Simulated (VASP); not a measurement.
# Zn5CdTe6: single point with PBE

The system is Zn5CdTe6.

```
CELL_PARAMETERS angstrom
4.41486 0.00000 0.00000
0.00000 4.41486 0.00000
0.00000 0.00000 18.80934
ATOMIC_POSITIONS crystal
Zn 0.50000 0.50000 0.17526
Zn 0.00000 0.00000 0.33764
Zn 0.50000 0.50000 0.50000
Zn 0.00000 0.00000 0.66236
Zn 0.50000 0.50000 0.82474
Cd 0.00000 0.00000 0.00000
Te 0.50000 0.00000 0.25648
Te 0.00000 0.50000 0.41882
Te 0.50000 0.00000 0.58118
Te 0.00000 0.50000 0.74352
Te 0.50000 0.00000 0.90539
Te 0.00000 0.50000 0.09461
```

```json
{
  "Program": "VASP 6.6.1",
  "Task": "single point",
  "Functional": "PBE",
  "Potentials or basis": "VASP PAW PBE potentials, release 64 (Zn, Cd, Te)",
  "Cutoff": "520 eV",
  "k mesh": "4 × 4 × 1",
  "Occupations": "gaussian, width 0.1 eV",
  "Spin": "no spin polarisation",
  "Dipole correction": "no",
  "Further INCAR settings": "ALGO = Normal; EDIFF = 1e-06; NBANDS = 66"
}
```

The pressure is 0.2 GPa and the largest force is 0.013 eV/Å. The band gap on the k mesh is 0.93 eV.

Forces on the atoms (eV/Å):
```
Zn   0.000  0.000 -0.005
Zn   0.000  0.000  0.001
Zn   0.000  0.000  0.000
Zn   0.000  0.000 -0.001
Zn   0.000  0.000  0.005
Cd   0.000  0.000  0.000
Te   0.000  0.000  0.002
Te   0.000  0.000  0.002
Te   0.000  0.000 -0.002
Te   0.000  0.000 -0.002
Te   0.000  0.000 -0.013
Te   0.000  0.000  0.013
```

Stress tensor (GPa, compression positive):
```
 0.27  0.00  0.00
 0.00  0.27  0.00
 0.00  0.00 -0.05
```

Levels at points of the mesh, in eV from the valence-band top:
```
           k point  band 52  band 53  band 54  band 55  band 56  band 57
(0.00, 0.00, 0.00)    -0.05     0.00     0.00     0.93     2.21     2.31
(0.50, 0.00, 0.00)    -0.92    -0.89    -0.50     2.06     2.07     2.10
(0.50, 0.50, 0.00)    -1.98    -1.98    -1.95     2.24     2.42     2.51
```

Run time: 120 s on 1 thread of Intel(R) Xeon(R) Platinum 8488C (Sapphire Rapids), on a shared host, peak memory 0.5 GiB.

Caveat: spin-orbit coupling is left out, which moves the levels of the heavy elements.
